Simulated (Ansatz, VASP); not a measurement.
## Two plane-wave programs on CuI

```
Cu I
1.0
     0.00000    2.82833    3.06494
     3.06494    0.00000    3.06494
     3.06494    2.82833    0.00000
Cu I
1 1
Direct
  0.75000 0.75000 0.75000
  0.00000 0.00000 0.00000
```

Alike in both runs: task single point; functional PBE; k mesh 8 × 8 × 8; occupations gaussian, width 0.05 eV; no spin polarisation.

|  | VASP | Ansatz |
| --- | --- | --- |
| version | VASP 6.6.1 | Ansatz 0.2.0 |
| potentials or method | VASP PAW PBE potentials, release 64 (Cu, I), cutoff 520 eV | scalar-relativistic, plane waves, PAW |
| valence electrons in the cell | 18 | 36 |

```tsv
	VASP	Ansatz	Ansatz less VASP
gap on the k mesh at the Fermi level (eV)	1.20	1.18	-0.022
least direct gap on the mesh (eV)	1.20	1.18	-0.022
pressure (GPa)	2.4	2.4	0.00
traceless stress, the component that is largest in VASP (GPa)	0.77	0.78	+0.011
```

With one functional, cell and mesh, what is left measures potentials, basis and numerics. VASP's potentials hold 18 valence electrons a cell and Ansatz's 36, so a difference there can come from the potentials and not from the codes.

Neither program's run includes spin-orbit coupling.
